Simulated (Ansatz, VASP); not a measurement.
# Al in VASP and in Ansatz

```
Al
1.0
     0.00000    1.99178    1.99178
     1.99178    0.00000    1.99178
     1.99178    1.99178    0.00000
Al
1
Direct
  0.00000 0.00000 0.00000
```

Alike in both runs: functional LDA; k mesh 18 × 18 × 18; occupations gaussian, width 0.1 eV; no spin polarisation.

Ansatz relaxed the structure, and its values are those at the end. VASP's run is a single point on that final structure, the one shown.

|  | VASP | Ansatz |
| --- | --- | --- |
| version | VASP 6.6.1 | Ansatz 0.2.0 |
| potentials or method | VASP PAW LDA potentials, release 64 (Al), cutoff 500 eV | scalar-relativistic, plane waves, PAW |
| valence electrons in the cell | 3 | 3 |

Ansatz gave:

* gap on the k mesh at the Fermi level (eV): none
* pressure (GPa): 0.0

Q: Which values does VASP return?

A: gap on the k mesh at the Fermi level (eV): none; pressure (GPa): 0.1.

Ansatz warns that its potentials were made for another functional, while VASP's fit it. LDA's correlation is that of Perdew and Zunger in VASP and of Perdew and Wang (1992) in Ansatz. A gap of «none» marks a metal or a gap that the smearing closes.
